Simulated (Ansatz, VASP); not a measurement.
# Two plane-wave programs on Si

```
Si
1.0
    -3.30102    3.30102    1.90825
     3.30102   -3.30102    1.90825
     3.30102    3.30102   -1.90825
Si
4
Direct
  0.17582 0.17885 0.35466
  0.81813 0.82115 0.63928
  0.18187 0.82115 0.00303
  0.82418 0.17885 0.00303
```

Change from the starting cell: mode 7 frozen in at -0.020 Å and mode 10 at +0.000 Å (largest displacements).

Alike in both runs: task single point; functional LDA; k mesh 10 × 10 × 10; occupations gaussian, width 0.03 eV; no spin polarisation.

|  | VASP | Ansatz |
| --- | --- | --- |
| version | VASP 6.6.1 | Ansatz 0.2.0 |
| potentials or method | VASP PAW LDA potentials, release 64 (Si), cutoff 520 eV | scalar-relativistic, plane waves, PAW |
| valence electrons in the cell | 16 | 16 |

Ansatz gave:

```
gap on the k mesh at the Fermi level (eV)                     : 0.20
least direct gap on the mesh (eV)                             : 0.27
pressure (GPa)                                                : 0.1
traceless stress, the component that is largest in VASP (GPa) : 0.16
rms of the force components (eV/Å)                            : 0.190
```

Problem. Estimate VASP's values.

Solution. gap on the k mesh at the Fermi level (eV): 0.19; least direct gap on the mesh (eV): 0.26; pressure (GPa): 0.1; traceless stress, the component that is largest in VASP (GPa): 0.16; rms of the force components (eV/Å): 0.190.

Ansatz warns that its potentials were made for another functional, while VASP's fit it. LDA's correlation is that of Perdew and Zunger in VASP and of Perdew and Wang (1992) in Ansatz. Atom by atom the forces differ by 0.002 eV/Å (rms over components).
